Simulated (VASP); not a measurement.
C: single point with PBEsol

C:

```
C
1.0
     0.00000    1.78337    1.78337
     1.78337    0.00000    1.78337
     1.78337    1.78337    0.00000
C
2
Cartesian
  -0.0124 0.0395 0.0129
  0.9040 0.8522 0.8788
```

- Program: VASP 6.6.1
- Task: single point
- Functional: PBEsol
- Potentials or basis: VASP PAW PBE potentials, release 64 (C)
- Cutoff: 600 eV
- k mesh: 5 × 5 × 5
- Occupations: fermi-dirac, width 0.1 eV
- Spin: no spin polarisation

- Pressure: -1.6 GPa
- Largest force: 3.030 eV/Å
- Band gap on the k mesh: 2.47 eV, indirect (least direct gap 2.91 eV)

Forces in eV/Å, atoms in the order of the input:
```
C    0.686 -2.859 -0.735
C   -0.686  2.859  0.735
```

Stress tensor (GPa, compression positive):
```
-1.16 -0.17  3.31
-0.17 -2.59  0.28
 3.31  0.28 -1.17
```

Levels at points of the mesh, in eV from the valence-band top:
```csv
k point,band 2,band 3,band 4,band 5,band 6,band 7
"(0.00, 0.00, 0.00)",-2.63,-1.56,0.00,2.91,4.17,5.19
```

It took 5.9 s on 1 thread of Intel Xeon 6975P-C, on a shared host, peak memory 0.12 GiB.

Caveat: the k points lie up to 0.61 Å⁻¹ apart; the PAW data sets were made with another functional, which shifts forces and pressure a little. A k mesh can miss the band edges.
